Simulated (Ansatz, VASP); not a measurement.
**Co in VASP and in Ansatz**

INCAR

```
SYSTEM = Co
  PREC = Accurate
  ENCUT = 600
  EDIFF = 1E-6
  ISMEAR = -1
  SIGMA = 0.05
  LREAL = .FALSE.
  LASPH = .TRUE.
  NELM = 200
  ALGO = Normal
  ISIF = 2
  LWAVE = .FALSE.
  LCHARG = .FALSE.
  ISPIN = 2
  MAGMOM = 1.655 1.655
  LORBIT = 11
  LMAXMIX = 4
  NBANDS = 28
  GGA_COMPAT = .FALSE.
```

File KPOINTS:

```
regular mesh
0
G
  13 13 13
  0 0 0
```

File POSCAR:

```
Co
1.0
    2.7004234380      0.0000000000      0.0000000000
    0.0000000000      2.7004234380      0.0000000000
    0.0000000000      0.0000000000      2.7004234380
Co
2
Direct
    0.0000000000      0.0000000000      0.0000000000
    0.5000000000      0.5000000000      0.5000000000
```

Input for Ansatz:

```yaml
crystal:
  lattice:
    - [2.700423438, 0.0, 0.0]
    - [0.0, 2.700423438, 0.0]
    - [0.0, 0.0, 2.700423438]
  atoms:
    - { symbol: Co, position: [0.0, 0.0, 0.0], spin: 1.655 }
    - { symbol: Co, position: [0.5, 0.5, 0.5], spin: 1.655 }
hamiltonian:
  xc: lda
  pseudopotentials:
    kind: paw
    azcp:
      Co: "pseudopotentials/Co.paw.azcp"
basis:
  ecutwfc: 420
  fft_grid_basis: typed
kpoints:
  mp_grid: { grid: [13, 13, 13], shift: [0, 0, 0] }
magnetization:
  spin_polarized: true
scf:
  occupations: { method: fermi_dirac, width: 0.05 }
  lower_state_search: "off"
output:
  stress: true
  write_density: true
  write_potential: true
  elf: true
  volumetric_format: npy
```

Alike in both runs: task single point; functional LDA; k mesh 13 × 13 × 13; occupations fermi-dirac, width 0.05 eV; collinear spin.

|  | VASP | Ansatz |
| --- | --- | --- |
| version | VASP 6.6.1 | Ansatz 0.2.0 |
| potentials or method | VASP PAW LDA potentials, release 64 (Co_sv), cutoff 600 eV | plane waves (420 eV) with PAW, scalar-relativistic |
| valence electrons in the cell | 34 | 34 |

VASP gave:

* pressure (GPa): 6.4
* net moment per atom (μB): 1.61
* size of the moment on the site where the two differ most (μB): 1.63

Task: Which values does Ansatz return?

Result: Pressure (GPa): 10.2; net moment per atom (μB): 1.62; size of the moment on the site where the two differ most (μB): 1.65.

Ansatz warns that its potentials were made for another functional, while VASP's fit it. LDA's correlation is that of Perdew and Zunger in VASP and of Perdew and Wang (1992) in Ansatz. Site moments also hang on the region over which each program counts them.
